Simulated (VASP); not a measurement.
# C (P6_3/mmc) in VASP: a series of runs

Runs on C. Level: LDA. Tasks: single point.

Everything below comes from runs of VASP 6.6.1. Logs are shortened: lines on timing, memory, paths and dates and some standing lists are left out, and cuts for length are marked.

**1. The cell of the first run**

The structure is hexagonal, space group P6_3/mmc (No. 194). The conventional cell has a = 2.409 Å, b = 2.409 Å, c = 5.367 Å, α = 90.00°, β = 90.00°, γ = 120.00°. Within 1.9 Å of C (site symmetry -6m2) lie 3 C at 1.39 Å. Within 1.9 Å of C (site symmetry -6m2) lie 3 C at 1.39 Å.

**2. Single point, LDA**

Input file INCAR:

```
SYSTEM = C
PREC = Accurate ; ENCUT = 520
EDIFF = 1E-7 ; ISMEAR = -1
SIGMA = 0.1 ; LREAL = .FALSE.
LASPH = .TRUE. ; NELM = 100
ALGO = Normal ; ISIF = 2
LWAVE = .FALSE. ; LCHARG = .FALSE.
NBANDS = 16
```

Input file KPOINTS:

```
Automatic mesh
0
G
  15 15 5
  0 0 0
```

Input file POSCAR:

```
C
1.0
    2.4090548086      0.0000000000      0.0000000000
   -1.2045274043      2.0863026633      0.0000000000
    0.0000000000      0.0000000000      5.3668235773
C
4
Direct
    0.0000000000      0.0000000000      0.2500000000
    0.0000000000      0.0000000000      0.7500000000
    0.3333333333      0.6666666667      0.2500000000
    0.6666666667      0.3333333333      0.7500000000
```

Potentials or basis: VASP PAW LDA potentials, release 64 (C).

Run with:

```bash
> cat potpaw_LDA.64/C/POTCAR > POTCAR
> mpirun -np 1 vasp_std > vasp.out
```

OUTCAR:

```text
SYSTEM = C
   PREC = Accurate
   ENCUT = 520
   EDIFF = 1E-7
   ISMEAR = -1
   LREAL = .FALSE.
   LASPH = .TRUE.
   NELM = 100
   ISIF = 2

 ion  position               nearest neighbor table
   1  0.000  0.000  0.250-   3 1.39   3 1.39   3 1.39
   2  0.000  0.000  0.750-   4 1.39   4 1.39   4 1.39
   3  0.333  0.667  0.250-   1 1.39   1 1.39   1 1.39
   4  0.667  0.333  0.750-   2 1.39   2 1.39   2 1.39

  LATTYP: Found a hexagonal cell.
 ALAT       =     2.4090548086
 C/A-ratio  =     2.2277714721

  Lattice vectors:

 A1 = (   2.4090548086,   0.0000000000,   0.0000000000)
 A2 = (  -1.2045274043,   2.0863026633,   0.0000000000)
 A3 = (   0.0000000000,   0.0000000000,   5.3668235773)

Analysis of symmetry for initial positions (statically):
=====================================================================
 Subroutine PRICEL returns:
 Original cell was already a primitive cell.

 Routine SETGRP: Setting up the symmetry group for a
 hexagonal supercell.

 Subroutine GETGRP returns: Found 24 space group operations
 (whereof 12 operations were pure point group operations)
 out of a pool of 24 trial point group operations.

The static configuration has the point symmetry D_3d.
 The point group associated with its full space group is D_6h.

Analysis of symmetry for dynamics (positions and initial velocities):
=====================================================================
 Subroutine PRICEL returns:
 Original cell was already a primitive cell.

 Routine SETGRP: Setting up the symmetry group for a
 hexagonal supercell.

 Subroutine GETGRP returns: Found 24 space group operations
 (whereof 12 operations were pure point group operations)
 out of a pool of 24 trial point group operations.

The dynamic configuration has the point symmetry D_3d.
 The point group associated with its full space group is D_6h.

 Subroutine INISYM returns: Found 24 space group operations
 (whereof 12 operations are pure point group operations),
 and found     1 'primitive' translations

----------------------------------------------------------------------------------------

                                     Primitive cell

  volume of cell :      26.9737

  direct lattice vectors                    reciprocal lattice vectors
     2.409054809  0.000000000  0.000000000     0.415100560  0.239658420  0.000000000
    -1.204527404  2.086302663  0.000000000     0.000000000  0.479316840  0.000000000
     0.000000000  0.000000000  5.366823577     0.000000000  0.000000000  0.186329956

  length of vectors
     2.409054809  2.409054809  5.366823577     0.479316840  0.479316840  0.186329956

  position of ions in fractional coordinates (direct lattice)
     0.000000000  0.000000000  0.250000000
     0.000000000  0.000000000  0.750000000
     0.333333333  0.666666667  0.250000000
     0.666666667  0.333333333  0.750000000

  ion indices of the primitive-cell ions
   primitive index   ion index
                 1           1
                 2           2
                 3           3
                 4           4

----------------------------------------------------------------------------------------

 KPOINTS: Automatic mesh

Automatic generation of k-mesh.
 Grid dimensions read from file:
 generate k-points for:   15   15    5

 Generating k-lattice:

  Cartesian coordinates                     Fractional coordinates (reciprocal lattice)
     0.027673371  0.015977228  0.000000000     0.066666667  0.000000000  0.000000000
     0.000000000  0.031954456  0.000000000     0.000000000  0.066666667  0.000000000
     0.000000000  0.000000000  0.037265991     0.000000000  0.000000000  0.200000000

  Length of vectors
     0.031954456  0.031954456  0.037265991

  Shift w.r.t. Gamma in fractional coordinates (k-lattice)
     0.000000000  0.000000000  0.000000000

 Subroutine IBZKPT returns following result:
 ===========================================

 Found     81 irreducible k-points:

 Following reciprocal coordinates:
            Coordinates               Weight
  0.000000  0.000000  0.000000      1.000000
  0.066667  0.000000  0.000000      6.000000
  0.133333  0.000000  0.000000      6.000000
  0.200000  0.000000  0.000000      6.000000
  0.266667  0.000000  0.000000      6.000000
  0.333333  0.000000  0.000000      6.000000
[... 16 lines left out ...]
  0.333333  0.200000  0.000000     12.000000
  0.400000  0.200000  0.000000      6.000000
 [... further k-points ...]
   k-points           NKPTS =     81   k-points in BZ     NKDIM =     81   number of bands    NBANDS=     16
   number of dos      NEDOS =    301   number of ions     NIONS =      4
   total plane-waves  NPLWV =  12960
   dimension x,y,z NGX =    18 NGY =   18 NGZ =   40
   dimension x,y,z NGXF=    36 NGYF=   36 NGZF=   80
   ions per type =               4
   NGX,Y,Z   is equivalent  to a cutoff of  12.42, 12.42, 12.39 a.u.
   NGXF,Y,Z  is equivalent  to a cutoff of  24.84, 24.84, 24.78 a.u.
 SYSTEM =  C
   PREC   = accura    normal or accurate (medium, high low for compatibility)
   ISTART =      0    job   : 0-new  1-cont  2-samecut
   ICHARG =      2    charge: 1-file 2-atom 10-const
   ISPIN  =      1    spin polarized calculation?
   LNONCOLLINEAR =      F non collinear calculations
   LSORBIT =      F    spin-orbit coupling
   LASPH  =      T    aspherical Exc in radial PAW
   ENCUT  =  520.0 eV  38.22 Ry    6.18 a.u.   4.48  4.48  9.98*2*pi/ulx,y,z
   NELM   =    100;   NELMIN=  2; NELMDL= -5     # of ELM steps
   EDIFF  = 0.1E-06   stopping-criterion for ELM
   LREAL  =      F    real-space projection
   EDIFFG = 0.1E-05   stopping-criterion for IOM
   NSW    =      0    number of steps for IOM
   IBRION =     -1    ionic relax: 0-MD 1-quasi-New 2-CG
   NFREE  =      0    steps in history (QN), initial steepest desc. (CG)
   ISIF   =      2    stress and relaxation
   ISYM   =      2    0-nonsym 1-usesym 2-fastsym
   POTIM  = 0.5000    time-step for ionic-motion
   TEBEG  =    0.0;   TEEND  =   0.0 temperature during run
   PSTRESS=    0.0 pullay stress
   NELECT =      16.0000    total number of electrons
   NUPDOWN=      -1.0000    fix difference up-down
   EMIN   =  10.00;   EMAX   =-10.00  energy-range for DOS
   EFERMI =   0.00;   METHOD = LEGACY
   ISMEAR =    -1;   SIGMA  =   0.10  broadening in eV -4-tet -1-fermi 0-gaus
   EFERMI_NEDOS =   21; number of points for ismear=-14 and -15
   IALGO  =     38    algorithm
   IMIX   =      4    mixing-type and parameters
     AMIX     =   0.40;   BMIX     =  1.00
     AMIX_MAG =   1.60;   BMIX_MAG =  1.00
  volume/ion in A,a.u.               =       6.74        45.51
  Fermi-wavevector in a.u.,A,eV,Ry     =   1.375523  2.599361 25.743071  1.892062
  Thomas-Fermi vector in A             =   2.500851
   LORBIT       =      0    0 simple, 1 ext, 2 COOP (PROOUT), +10 PAW based schemes
   GGA     = CA    functional components
   LHFCALC =     F    Hartree Fock is set to
   AEXX    =    0.0000 exact exchange contribution
   IVDW    =     0    specifies the selected vdW correction
   LEPSILON=     F    determine dielectric tensor
   LRPA    =     F    only Hartree local field effects (RPA)
 non-spin polarized calculation
  energy-cutoff  :      520.00
  volume of cell :       26.97
 maximum number of plane-waves:       745
 NGX is ok and might be reduce to    18

 number of electron      16.0000003 magnetization

 Free energy of the ion-electron system (eV)
  ---------------------------------------------------
  ext. energy  EPLUGINS =         0.00000000
  ---------------------------------------------------
  free energy    TOTEN  =       -40.05854744 eV

  energy without entropy =      -40.05577039  energy(sigma->0) =      -40.05715892

 E-fermi :   7.1747     XC(G=0): -12.3393

 val. band max:        7.1045644046   @ k =   0.3333   0.3333   0.2000
 cond. band min:       7.2833594186   @ k =   0.3333   0.3333   0.4000
 fundamental gap:      0.1787950140
 Fermi energy:         7.1746991612

 k-point     1 :       0.0000    0.0000    0.0000
  band No.  band energies     occupation
      1     -13.2196      2.00000
      2     -11.8231      2.00000
      3      -3.0708      2.00000
      4       2.2814      2.00000
      5       4.3143      2.00000
      6       4.3143      2.00000
[... 8 lines left out ...]
     15      19.9787      0.00000
     16      21.1510      0.00000

 k-point     2 :       0.0667    0.0000    0.0000
  band No.  band energies     occupation
      1     -13.1072      2.00000
      2     -11.7181      2.00000
      3      -2.9327      2.00000
      4       2.4008      2.00000
      5       3.8572      2.00000
      6       4.0496      2.00000
[... 8 lines left out ...]
     15      19.6053      0.00000
     16      21.3155      0.00000

 k-point     3 :       0.1333    0.0000    0.0000
  band No.  band energies     occupation
      1     -12.7706      2.00000
      2     -11.4037      2.00000
      3      -2.5194      2.00000
      4       2.6537      2.00000
      5       2.7553      2.00000
      6       2.9677      2.00000
[... 8 lines left out ...]
     15      18.5858      0.00000
     16      21.8065      0.00000

 k-point     4 :       0.2000    0.0000    0.0000
  band No.  band energies     occupation
      1     -12.2123      2.00000
      2     -10.8816      2.00000
      3      -1.8356      2.00000
      4       1.0068      2.00000
      5       1.4582      2.00000
      6       2.6426      2.00000
[... 8 lines left out ...]
     15      19.9555      0.00000
     16      22.4668      0.00000

 k-point     5 :       0.2667    0.0000    0.0000
  band No.  band energies     occupation
      1     -11.4362      2.00000
      2     -10.1558      2.00000
      3      -0.8910      2.00000
      4      -0.8370      2.00000
      5      -0.2495      2.00000
      6       1.8987      2.00000
[... 8 lines left out ...]
     15      22.2285      0.00000
     16      22.9859      0.00000

 k-point     6 :       0.3333    0.0000    0.0000
  band No.  band energies     occupation
      1     -10.4491      2.00000
      2      -9.2325      2.00000
      3      -2.7183      2.00000
      4      -2.0033      2.00000
      5       0.2946      2.00000
      6       1.2847      2.00000
[... 8 lines left out ...]
     15      24.4097      0.00000
     16      24.6352      0.00000
[... 267 lines left out ...]
 k-point    21 :       0.2000    0.2000    0.0000
  band No.  band energies     occupation
      1     -10.2340      2.00000
      2      -9.0324      2.00000
      3      -1.7810      2.00000
      4      -1.4507      2.00000
      5      -0.4141      2.00000
      6      -0.1720      2.00000
[... 8 lines left out ...]
     15      21.0857      0.00000
     16      22.8349      0.00000

 k-point    22 :       0.2667    0.2000    0.0000
  band No.  band energies     occupation
      1      -9.1615      2.00000
      2      -8.0316      2.00000
      3      -3.2152      2.00000
      4      -2.6294      2.00000
      5      -1.3860      2.00000
      6      -0.9363      2.00000
[... 8 lines left out ...]
     15      21.5025      0.00000
     16      22.2996      0.00000

 k-point    23 :       0.3333    0.2000    0.0000
  band No.  band energies     occupation
      1      -7.9102      2.00000
      2      -6.8762      2.00000
      3      -4.8053      2.00000
      4      -4.0276      2.00000
      5      -1.8808      2.00000
      6      -1.3146      2.00000
[... 8 lines left out ...]
     15      20.9567      0.00000
     16      21.7725      0.00000

 k-point    24 :       0.4000    0.2000    0.0000
  band No.  band energies     occupation
      1      -6.7225      2.00000
      2      -6.3337      2.00000
      3      -5.4989      2.00000
      4      -5.2975      2.00000
      5      -2.0256      2.00000
      6      -1.4352      2.00000
[... 8 lines left out ...]
     15      20.5780      0.00000
     16      21.5922      0.00000

 [... further k-points ...]

------------------------ aborting loop because EDIFF is reached ----------------------------------------

  FORCE on cell =-STRESS in cart. coord.  units (eV):
  Direction    XX          YY          ZZ          XY          YZ          ZX
  --------------------------------------------------------------------------------------
  -------------------------------------------------------------------------------------
  Total        4.3141666      4.3141666      4.0300159      0.0000000      0.0000000     -0.0000000
  in kB      256.2513627    256.2513627    239.3734767      0.0000000      0.0000000     -0.0000000
  external PRESSURE =     250.6254007 kB  Pullay stress =       0.0000000 kB

 VOLUME and BASIS-vectors are now :
 -----------------------------------------------------------------------------
  energy-cutoff  :      520.00
  volume of cell :       26.97
      direct lattice vectors                 reciprocal lattice vectors
     2.409054809  0.000000000  0.000000000     0.415100560  0.239658420  0.000000000
    -1.204527404  2.086302663  0.000000000     0.000000000  0.479316840  0.000000000
     0.000000000  0.000000000  5.366823577     0.000000000  0.000000000  0.186329956

 POSITION                                       TOTAL-FORCE (eV/Angst)
 -----------------------------------------------------------------------------------
      0.00000      0.00000      1.34171         0.000000      0.000000     -0.000000
      0.00000      0.00000      4.02512        -0.000000     -0.000000      0.000000
     -0.00000      1.39087      1.34171         0.000000     -0.000000      0.000000
      1.20453      0.69543      4.02512         0.000000      0.000000     -0.000000
 -----------------------------------------------------------------------------------
    total drift:                                0.000000     -0.000000      0.000000

  FREE ENERGIE OF THE ION-ELECTRON SYSTEM (eV)
  ---------------------------------------------------
  free  energy   TOTEN  =       -40.0585474447 eV

  energy  without entropy=      -40.0557703918  energy(sigma->0) =      -40.05715892
```

Run time: 11 s. Hardware: 1 thread of Intel Xeon 6975P-C (Granite Rapids), shared host; peak memory 0.13 GiB.

Results:

```
Free energy            : -40.0585 eV
Pressure               : 25.1 GPa
Band gap on the k mesh : zero (band 8 reaches 7.28 eV, above the bottom of band 9 at 7.00 eV)
```

**3. Single point, LDA**

This run uses another cell than the first one: it holds 2 atoms, not 4.

Input file INCAR:

```
SYSTEM = C
ALGO = Normal ; EDIFF = 1E-7
ENCUT = 520 ; ISIF = 2
ISMEAR = -1 ; LASPH = .TRUE.
LCHARG = .FALSE. ; LREAL = .FALSE.
LWAVE = .FALSE. ; NBANDS = 11
NELM = 100 ; PREC = Accurate
SIGMA = 0.1
```

Input file KPOINTS:

```
k-points
0
G
  22 22 12
  0 0 0
```

Input file POSCAR:

```
C
1.0
    2.3954660592      0.0000000000      0.0000000000
   -1.1977330296      2.0745344612      0.0000000000
    0.0000000000      0.0000000000      2.1836234606
C
2
Direct
    0.3333333333      0.6666666667      0.2500000000
    0.6666666667      0.3333333333      0.7500000000
```

Potentials or basis: VASP PAW LDA potentials, release 64 (C).

Run with:

```bash
> cat potpaw_LDA.64/C/POTCAR > POTCAR
> mpirun -np 1 vasp_std > vasp.out
```

Wall time 10 s (1 thread of Intel Xeon 6975P-C (Granite Rapids), shared host); peak memory 0.13 GiB.

The run converged. Its results:

* Free energy: -13.8381 eV
* Pressure: 25.0 GPa
* Band gap on the k mesh: zero (band 4 reaches 15.22 eV, above the bottom of band 5 at 6.29 eV)

Levels at points of the mesh, in eV from the Fermi level:
| k point | band 1 | band 2 | band 3 | band 4 | band 5 | band 6 | band 7 | band 8 |
| --- | --- | --- | --- | --- | --- | --- | --- | --- |
| (0.00, 0.00, 0.00) | -22.37 | -2.19 | -0.98 | -0.98 | 6.39 | 6.39 | 7.36 | 13.43 |
| (0.50, 0.00, 0.00) | -16.19 | -14.52 | -4.97 | 2.24 | 4.54 | 6.54 | 10.52 | 12.20 |
| (0.00, 0.00, 0.50) | -16.05 | -16.05 | 4.02 | 4.02 | 4.02 | 4.02 | 10.08 | 10.08 |
| (0.50, 0.00, 0.50) | -10.89 | -10.89 | -7.09 | -7.09 | 1.53 | 1.53 | 8.71 | 8.71 |

**4. Single point, LDA**

This run uses another cell than the first one: it holds 2 atoms, not 4.

Input file INCAR:

```
SYSTEM = C
PREC     = Accurate       ! precision mode
ENCUT    = 520            ! plane-wave cutoff, eV
EDIFF    = 1E-6           ! SCF threshold, eV
ISMEAR   = -1             ! smearing method
SIGMA    = 0.1            ! smearing width, eV
LREAL    = .False.        ! projectors in reciprocal space
LASPH    = .True.         ! aspherical terms in the spheres
NELM     = 80             ! most SCF steps
ALGO     = Normal         ! electronic algorithm
ISIF     = 2              ! what is computed and relaxed
LWAVE    = .False.        ! write WAVECAR
LCHARG   = .True.         ! write CHGCAR
LELF     = .True.         ! ELF
LVHAR    = .True.       
NBANDS   = 11             ! bands
```

Input file KPOINTS:

```
Automatic mesh
0
Gamma
  22 22 12
  0 0 0
```

Input file POSCAR:

```
C
1.0
    2.3955176032      0.0000000000      0.0000000000
   -1.1977588016      2.0745790996      0.0000000000
    0.0000000000      0.0000000000      2.1832833701
C
2
Direct
    0.3333333333      0.6666666667      0.2500000000
    0.6666666667      0.3333333333      0.7500000000
```

Run with:

```bash
> cat potpaw_LDA.64/C/POTCAR > POTCAR
> mpirun -np 1 vasp_std > vasp.out
```

Run time: 9.2 s. Hardware: 1 thread of Intel Xeon 6975P-C (Granite Rapids), shared host; peak memory 0.14 GiB.

The run converged. Its results:

```
Free energy            : -13.8379 eV
Pressure               : 25.1 GPa
Band gap on the k mesh : zero (band 4 reaches 15.22 eV, above the bottom of band 5 at 6.29 eV)
```

Stress tensor (GPa, compression positive):
```
24.98  0.00  0.00
 0.00 24.98  0.00
 0.00  0.00 25.20
```

Levels at points of the mesh, in eV from the Fermi level:
```
           k point  band 2  band 3  band 4  band 5  band 6  band 7
(0.00, 0.00, 0.00)   -2.18   -0.99   -0.99    6.39    6.39    7.36
(0.50, 0.00, 0.00)  -14.52   -4.97    2.25    4.54    6.55   10.52
(0.00, 0.00, 0.50)  -16.05    4.01    4.01    4.01    4.01   10.08
(0.50, 0.00, 0.50)  -10.89   -7.09   -7.09    1.53    1.53    8.71
```

**5. Summary**

| cell | k mesh | gap on the mesh (eV) | pressure (GPa) |
| --- | --- | --- | --- |
| a = 2.409, b = 2.409, c = 5.367 Å, angles 90.0, 90.0, 120.0°, 4 atoms | 15 × 15 × 5 | none | 25.1 |
| a = 2.395, b = 2.395, c = 2.184 Å, angles 90.0, 90.0, 120.0°, 2 atoms | 22 × 22 × 12 | none | 25.0 |
| a = 2.396, b = 2.396, c = 2.183 Å, angles 90.0, 90.0, 120.0°, 2 atoms | 22 × 22 × 12 | none | 25.1 |

Alike in all rows: task single point; level LDA; potentials or basis VASP PAW LDA potentials, release 64 (C); no spin polarisation; cutoff (eV) 520; smearing fermi-dirac 0.1 eV.

Absolute energies hang on the potentials; compare differences alone.
